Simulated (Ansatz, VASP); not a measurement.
## BaTiO3: VASP beside Ansatz

```
Ba Ti O
1.0
     3.92550    0.00000    0.00000
     0.00000    3.92550    0.00000
     0.00000    0.00000    3.92550
Ba Ti O
1 1 3
Direct
  0.50000 0.50000 0.50000
  0.00000 0.00000 0.00000
  0.50000 0.00000 0.00000
  0.00000 0.50000 0.00000
  0.00000 0.00000 0.50000
```

Change from the starting cell: volume scaled by 0.94, PAW files.

Alike in both runs: task electric field gradients; functional PBE; k mesh 8 × 8 × 8; occupations fermi-dirac, width 0.05 eV; no spin polarisation.

```csv
,VASP,Ansatz
version,VASP 6.6.1,Ansatz 0.2.0
potentials or method,"VASP PAW PBE potentials, release 64 (Ba_sv, Ti_sv, O)","PAW with Ansatz's default frozen-core files, scalar-relativistic"
plane-wave cutoff (eV),520,420
valence electrons in the cell,40,40
```

|  | VASP | Ansatz | Ansatz less VASP |
| --- | --- | --- | --- |
| gap on the k mesh at the Fermi level (eV) | 1.86 | 1.94 | +0.076 |
| pressure (GPa) | 15.7 | 13.5 | -2.21 |
| size of Vzz on the site where it differs most (V/Å²) | 19.6 | 20.5 | +0.91 |

Spin-orbit coupling is off throughout.
